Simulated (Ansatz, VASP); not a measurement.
## Two plane-wave programs on MgS

The input INCAR:

```
  PREC = Accurate
  ENCUT = 520
  EDIFF = 1E-7
  ISMEAR = 0
  SIGMA = 0.01
  LREAL = F
  LASPH = T
  NELM = 80
  ALGO = Normal
  ISIF = 2
  LWAVE = F
  LCHARG = F
  GGA = PE
  NBANDS = 16
```

File KPOINTS:

```
regular mesh
0
Gamma
  6 6 4
```

File POSCAR:

```
MgS
1.0
    3.9710262419      0.0000000000      0.0000000000
   -1.9855131210      3.4390096046      0.0000000000
    0.0000000000      0.0000000000      6.3589824377
Mg S
2 2
Direct
    0.3333333333      0.6666666667     -0.0029409542
    0.6666666667      0.3333333333      0.4970590458
    0.3333333333      0.6666666667      0.3779409542
    0.6666666667      0.3333333333      0.8779409542
```

Input for Ansatz:

```yaml
crystal:
  lattice:
    - [3.9710262419, 0.0, 0.0]
    - [-1.985513121, 3.4390096046, 0.0]
    - [0.0, 0.0, 6.3589824377]
  atoms:
    - { symbol: Mg, position: [0.3333333333, 0.6666666667, -0.0029409542] }
    - { symbol: Mg, position: [0.6666666667, 0.3333333333, 0.4970590458] }
    - { symbol: S, position: [0.3333333333, 0.6666666667, 0.3779409542] }
    - { symbol: S, position: [0.6666666667, 0.3333333333, 0.8779409542] }
kpoints:
  mp_grid: { grid: [6, 6, 4] }
hamiltonian:
  xc: pbe
scf:
  occupations: { method: fixed }
  n_extra_bands: 5
output:
  forces: true
  stress: true
  eigenvalues: true
```

Alike in both runs: task single point; functional PBE; k mesh 6 × 6 × 4; no spin polarisation.

|  | VASP | Ansatz |
| --- | --- | --- |
| version | VASP 6.6.1 | Ansatz 0.2.0 |
| potentials or method | VASP PAW PBE potentials, release 64 (Mg, S) | plane waves, PAW |
| plane-wave cutoff (eV) | 520 | 420 |
| occupations | gaussian, width 0.01 eV | fixed |
| valence electrons in the cell | 16 | 32 |

Ansatz gave:

* gap on the k mesh at the Fermi level (eV): 3.69
* pressure (GPa): 3.9
* traceless stress, the component that is largest in VASP (GPa): -0.11
* rms of the force components (eV/Å): 0.007

**Question.** Which values does VASP return?

**Answer.** gap on the k mesh at the Fermi level (eV): 3.68; pressure (GPa): 3.8; traceless stress, the component that is largest in VASP (GPa): -0.10; rms of the force components (eV/Å): 0.007.

Atom by atom the forces differ by 0.000 eV/Å (rms over components). VASP's potentials hold 16 valence electrons a cell and Ansatz's 32, so a difference there can come from the potentials and not from the codes.
